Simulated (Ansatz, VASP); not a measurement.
# C in VASP and in Ansatz

```
CELL_PARAMETERS angstrom
3.57167 0.00000 0.00000
0.00000 3.57167 0.00000
0.00000 0.00000 3.57167
ATOMIC_POSITIONS crystal
C 0.00000 0.00000 0.00000
C 0.00000 0.50000 0.50000
C 0.50000 0.00000 0.50000
C 0.50000 0.50000 0.00000
C 0.25000 0.25000 0.25000
C 0.25000 0.75000 0.75000
C 0.75000 0.25000 0.75000
C 0.75000 0.75000 0.25000
```

Alike in both runs: functional PBE; k mesh 6 × 6 × 6; no spin polarisation.

Ansatz relaxed the structure, and its values are those at the end. VASP's run is a single point on that final structure, the one shown.

|  | VASP | Ansatz |
| --- | --- | --- |
| version | VASP 6.6.1 | Ansatz 0.2.0 |
| potentials or method | VASP PAW PBE potentials, release 64 (C), cutoff 520 eV | scalar-relativistic, plane waves, PAW |
| occupations | gaussian, width 0.01 eV | fixed |
| valence electrons in the cell | 32 | 32 |

|  | VASP | Ansatz | Ansatz less VASP |
| --- | --- | --- | --- |
| gap on the k mesh at the Fermi level (eV) | 4.14 | 4.15 | +0.010 |
| least direct gap on the mesh (eV) | 4.75 | 4.76 | +0.011 |
| pressure (GPa) | 0.6 | 0.0 | -0.63 |
